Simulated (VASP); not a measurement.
# Os (P6_3/mmc) in VASP: relaxation of cell and atoms with PBE

Aim: the relaxation of cell and atoms of Os with PBE.

Everything below comes from runs of VASP 6.6.1. Logs are shortened: lines on timing, memory, paths and dates and some standing lists are left out, and cuts for length are marked.

**1. The cell of the first run**

The structure is hexagonal, space group P6_3/mmc (No. 194). The conventional cell has a = 2.751 Å, b = 2.751 Å, c = 4.355 Å, α = 90.00°, β = 90.00°, γ = 120.00°. Within 3.6 Å of Os (site symmetry -6m2) lie 12 Os at 2.70 to 2.75 Å.

**2. Relaxation of cell and atoms, PBE**

The input, INCAR:

```
  PREC = Accurate
  ENCUT = 600
  EDIFF = 1E-6
  ISMEAR = 0
  SIGMA = 0.1
  LREAL = False
  LASPH = True
  NELM = 80
  ALGO = Normal
  ISIF = 3
  LWAVE = False
  LCHARG = False
  GGA = PE
  IBRION = 2
  NSW = 80
  EDIFFG = -0.01
```

The input, KPOINTS:

```
Automatic mesh
0
Gamma
  18 18 10
```

The input, POSCAR:

```
Os
1.0
    2.7512823172      0.0000000000      0.0000000000
   -1.3756411586      2.3826803797      0.0000000000
    0.0000000000      0.0000000000      4.3554358570
Os
2
Direct
    0.3333333333      0.6666666667      0.2500000000
    0.6666666667      0.3333333333      0.7500000000
```

Potentials or basis: VASP PAW PBE potentials, release 64 (Os).

Launch:

```bash
cat potpaw_PBE.64/Os/POTCAR > POTCAR
mpirun -np 1 vasp_std > vasp.out
```

OUTCAR:

```text
PREC = Accurate
   ENCUT = 600
   EDIFF = 1E-6
   ISMEAR = 0
   LREAL = False
   LASPH = True
   NELM = 80
   ISIF = 3
   GGA = PE
   IBRION = 2
   NSW = 80
   EDIFFG = -0.01

 ion  position               nearest neighbor table
   1  0.333  0.667  0.250-   2 2.70   2 2.70   2 2.70   2 2.70   2 2.70   2 2.70
   2  0.667  0.333  0.750-   1 2.70   1 2.70   1 2.70   1 2.70   1 2.70   1 2.70

  LATTYP: Found a hexagonal cell.
 ALAT       =     2.7512823172
 C/A-ratio  =     1.5830566823

  Lattice vectors:

 A1 = (   2.7512823172,   0.0000000000,   0.0000000000)
 A2 = (  -1.3756411586,   2.3826803797,   0.0000000000)
 A3 = (   0.0000000000,   0.0000000000,   4.3554358570)

Analysis of symmetry for initial positions (statically):
=====================================================================
 Subroutine PRICEL returns:
 Original cell was already a primitive cell.

 Routine SETGRP: Setting up the symmetry group for a
 hexagonal supercell.

 Subroutine GETGRP returns: Found 24 space group operations
 (whereof 12 operations were pure point group operations)
 out of a pool of 24 trial point group operations.

The static configuration has the point symmetry D_3d.
 The point group associated with its full space group is D_6h.

Analysis of symmetry for dynamics (positions and initial velocities):
=====================================================================
 Subroutine PRICEL returns:
 Original cell was already a primitive cell.

 Routine SETGRP: Setting up the symmetry group for a
 hexagonal supercell.

 Subroutine GETGRP returns: Found 24 space group operations
 (whereof 12 operations were pure point group operations)
 out of a pool of 24 trial point group operations.

The dynamic configuration has the point symmetry D_3d.
 The point group associated with its full space group is D_6h.

 Subroutine INISYM returns: Found 24 space group operations
 (whereof 12 operations are pure point group operations),
 and found     1 'primitive' translations

----------------------------------------------------------------------------------------

                                     Primitive cell

  volume of cell :      28.5517

  direct lattice vectors                    reciprocal lattice vectors
     2.751282317  0.000000000  0.000000000     0.363466880  0.209847701  0.000000000
    -1.375641159  2.382680380  0.000000000     0.000000000  0.419695402  0.000000000
     0.000000000  0.000000000  4.355435857     0.000000000  0.000000000  0.229598147

  length of vectors
     2.751282317  2.751282317  4.355435857     0.419695402  0.419695402  0.229598147

  position of ions in fractional coordinates (direct lattice)
     0.333333333  0.666666667  0.250000000
     0.666666667  0.333333333  0.750000000

  ion indices of the primitive-cell ions
   primitive index   ion index
                 1           1
                 2           2

----------------------------------------------------------------------------------------

 KPOINTS: Automatic mesh

Automatic generation of k-mesh.
 Grid dimensions read from file:
 generate k-points for:   18   18   10

 Generating k-lattice:

  Cartesian coordinates                     Fractional coordinates (reciprocal lattice)
     0.020192604  0.011658206  0.000000000     0.055555556 -0.000000000  0.000000000
     0.000000000  0.023316411  0.000000000     0.000000000  0.055555556  0.000000000
     0.000000000  0.000000000  0.022959815     0.000000000  0.000000000  0.100000000

  Length of vectors
     0.023316411  0.023316411  0.022959815

  Shift w.r.t. Gamma in fractional coordinates (k-lattice)
     0.000000000  0.000000000  0.000000000

 Subroutine IBZKPT returns following result:
 ===========================================

 Found    222 irreducible k-points:

 Following reciprocal coordinates:
            Coordinates               Weight
  0.000000  0.000000  0.000000      1.000000
  0.055556  0.000000  0.000000      6.000000
  0.111111  0.000000  0.000000      6.000000
  0.166667  0.000000  0.000000      6.000000
  0.222222  0.000000  0.000000      6.000000
  0.277778  0.000000  0.000000      6.000000
[... 16 lines left out ...]
  0.333333  0.111111  0.000000     12.000000
  0.388889  0.111111  0.000000     12.000000
 [... further k-points ...]
   k-points           NKPTS =    222   k-points in BZ     NKDIM =    222   number of bands    NBANDS=     12
   number of dos      NEDOS =    301   number of ions     NIONS =      2
   total plane-waves  NPLWV =  20736
   dimension x,y,z NGX =    24 NGY =   24 NGZ =   36
   dimension x,y,z NGXF=    48 NGYF=   48 NGZF=   72
   ions per type =               2
   NGX,Y,Z   is equivalent  to a cutoff of  14.50, 14.50, 13.74 a.u.
   NGXF,Y,Z  is equivalent  to a cutoff of  29.00, 29.00, 27.48 a.u.
 SYSTEM =  unknown system
   PREC   = accura    normal or accurate (medium, high low for compatibility)
   ISTART =      0    job   : 0-new  1-cont  2-samecut
   ICHARG =      2    charge: 1-file 2-atom 10-const
   ISPIN  =      1    spin polarized calculation?
   LNONCOLLINEAR =      F non collinear calculations
   LSORBIT =      F    spin-orbit coupling
   LASPH  =      T    aspherical Exc in radial PAW
   ENCUT  =  600.0 eV  44.10 Ry    6.64 a.u.   5.49  5.49  8.70*2*pi/ulx,y,z
   NELM   =     80;   NELMIN=  2; NELMDL= -5     # of ELM steps
   EDIFF  = 0.1E-05   stopping-criterion for ELM
   LREAL  =      F    real-space projection
   EDIFFG = -.1E-01   stopping-criterion for IOM
   NSW    =     80    number of steps for IOM
   IBRION =      2    ionic relax: 0-MD 1-quasi-New 2-CG
   NFREE  =      1    steps in history (QN), initial steepest desc. (CG)
   ISIF   =      3    stress and relaxation
   ISYM   =      2    0-nonsym 1-usesym 2-fastsym
   POTIM  = 0.5000    time-step for ionic-motion
   TEBEG  =    0.0;   TEEND  =   0.0 temperature during run
   PSTRESS=    0.0 pullay stress
   NELECT =      16.0000    total number of electrons
   NUPDOWN=      -1.0000    fix difference up-down
   EMIN   =  10.00;   EMAX   =-10.00  energy-range for DOS
   EFERMI =   0.00;   METHOD = LEGACY
   ISMEAR =     0;   SIGMA  =   0.10  broadening in eV -4-tet -1-fermi 0-gaus
   EFERMI_NEDOS =   21; number of points for ismear=-14 and -15
   IALGO  =     38    algorithm
   IMIX   =      4    mixing-type and parameters
     AMIX     =   0.40;   BMIX     =  1.00
     AMIX_MAG =   1.60;   BMIX_MAG =  1.00
  volume/ion in A,a.u.               =      14.28        96.34
  Fermi-wavevector in a.u.,A,eV,Ry     =   1.349700  2.550563 24.785605  1.821691
  Thomas-Fermi vector in A             =   2.477265
   LORBIT       =      0    0 simple, 1 ext, 2 COOP (PROOUT), +10 PAW based schemes
   GGA     = PE    functional components
   LHFCALC =     F    Hartree Fock is set to
   AEXX    =    0.0000 exact exchange contribution
   IVDW    =     0    specifies the selected vdW correction
   LEPSILON=     F    determine dielectric tensor
   LRPA    =     F    only Hartree local field effects (RPA)
 conjugate gradient relaxation of ions
 non-spin polarized calculation
 Gauss-broadening in eV      SIGMA  =   0.10
  energy-cutoff  :      600.00
  volume of cell :       28.55
 maximum number of plane-waves:       980
 NGX is ok and might be reduce to    24
   NGX = 11   NGY = 11   NGZ = 17

--------------------------------------- Ionic step        1  -------------------------------------------

 number of electron      16.0000000 magnetization

 Free energy of the ion-electron system (eV)
  ---------------------------------------------------
  ext. energy  EPLUGINS =         0.00000000
  ---------------------------------------------------
  free energy    TOTEN  =       -22.50057919 eV

  energy without entropy =      -22.49300908  energy(sigma->0) =      -22.49679413

------------------------ aborting loop because EDIFF is reached ----------------------------------------

  FORCE on cell =-STRESS in cart. coord.  units (eV):
  Direction    XX          YY          ZZ          XY          YZ          ZX
  --------------------------------------------------------------------------------------
  -------------------------------------------------------------------------------------
  Total        0.0534046      0.0534046     -0.1204483     -0.0000000     -0.0000000      0.0000000
  in kB        2.9967943      2.9967943     -6.7589401     -0.0000000     -0.0000000      0.0000000
  external PRESSURE =      -0.2551171 kB  Pullay stress =       0.0000000 kB
[... 57 lines left out ...]
  energy  without entropy=      -22.4926557187  energy(sigma->0) =      -22.49657615

--------------------------------------- Ionic step        3  -------------------------------------------

 number of electron      16.0000000 magnetization

 Free energy of the ion-electron system (eV)
  ---------------------------------------------------
  ext. energy  EPLUGINS =         0.00000000
  ---------------------------------------------------
  free energy    TOTEN  =       -22.50068367 eV

  energy without entropy =      -22.49300031  energy(sigma->0) =      -22.49684199

 E-fermi :   9.1652     XC(G=0): -13.9416

 val. band max:        9.1539326572   @ k =   0.2222   0.0556   0.3000
 cond. band min:       9.1699144693   @ k =   0.4444   0.1111   0.4000
 fundamental gap:      0.0159818121
 Fermi energy:         9.1651650599

 k-point     1 :       0.0000    0.0000    0.0000
  band No.  band energies     occupation
      1      -1.5964      2.00000
      2       1.5615      2.00000
      3       6.1986      2.00000
      4       6.1986      2.00000
      5       6.4432      2.00000
      6       7.0117      2.00000
      7       7.0117      2.00000
      8       7.6475      2.00000
      9       7.6475      2.00000
     10       9.1876      0.75096
     11      10.8001      0.00000
     12      10.8001      0.00000
[... 331 lines left out ...]
 k-point    24 :       0.3889    0.1111    0.0000
  band No.  band energies     occupation
      1       2.5235      2.00000
      2       2.6256      2.00000
      3       2.9787      2.00000
      4       5.6552      2.00000
      5       5.7196      2.00000
      6       6.6046      2.00000
      7       7.2898      2.00000
      8      10.6959      0.00000
      9      11.1141      0.00000
     10      11.5792      0.00000
     11      12.9541      0.00000
     12      15.9259      0.00000

 [... further k-points ...]

------------------------ aborting loop because EDIFF is reached ----------------------------------------

  FORCE on cell =-STRESS in cart. coord.  units (eV):
  Direction    XX          YY          ZZ          XY          YZ          ZX
  --------------------------------------------------------------------------------------
  -------------------------------------------------------------------------------------
  Total        0.0105369      0.0105369      0.0110741      0.0000000     -0.0000000      0.0000000
  in kB        0.5913580      0.5913580      0.6215085      0.0000000     -0.0000000      0.0000000
  external PRESSURE =       0.6014082 kB  Pullay stress =       0.0000000 kB
[... 17 lines left out ...]
  FREE ENERGIE OF THE ION-ELECTRON SYSTEM (eV)
  ---------------------------------------------------
  free  energy   TOTEN  =       -22.5006836712 eV

  energy  without entropy=      -22.4930003140  energy(sigma->0) =      -22.49684199

 reached required accuracy - stopping structural energy minimisation
```

Wall time 2.8 min (1 thread of Intel Xeon 8259CL, shared host); peak memory 0.23 GiB.

Results:

```
Free energy                           : -22.5007 eV
Relaxed volume                        : 14.27 Å³/atom
Relaxed cell                          : a = 2.753 Å, b = 2.753 Å, c = 4.350 Å, α = 90.00°, β = 90.00°, γ = 120.00°
Space group after relaxing (to 0.1 Å) : P6_3/mmc (No. 194)
Energy gained by relaxing             : 0.1 meV/atom
Ionic steps                           : 3
Pressure after relaxing               : 0.1 GPa
Band gap on the k mesh                : zero (bands 8 and 9 overlap by 3.80 eV)
```

Step by step:
| step | energy change (eV) | largest force (eV/Å) | pressure (GPa) | volume (Å³) |
| --- | --- | --- | --- | --- |
| 1 | 0.0000 | 0.0000 | -0.03 | 28.55 |
| 2 | 0.0001 | 0.0000 | 0.19 | 28.54 |
| 3 | -0.0001 | 0.0000 | 0.06 | 28.55 |

Final structure:
```cif
data_structure
_symmetry_space_group_name_H-M 'P 1'
_symmetry_Int_Tables_number 1
_cell_length_a 2.7528
_cell_length_b 2.7528
_cell_length_c 4.3501
_cell_angle_alpha 90.000
_cell_angle_beta 90.000
_cell_angle_gamma 120.000
_cell_volume 28.55
loop_
_atom_site_label
_atom_site_type_symbol
_atom_site_fract_x
_atom_site_fract_y
_atom_site_fract_z
_atom_site_occupancy
Os1 Os 0.33333 0.66667 0.25000 1
Os2 Os 0.66667 0.33333 0.75000 1
```

Caveat: spin-orbit coupling is left out, which moves the levels of the heavy elements.
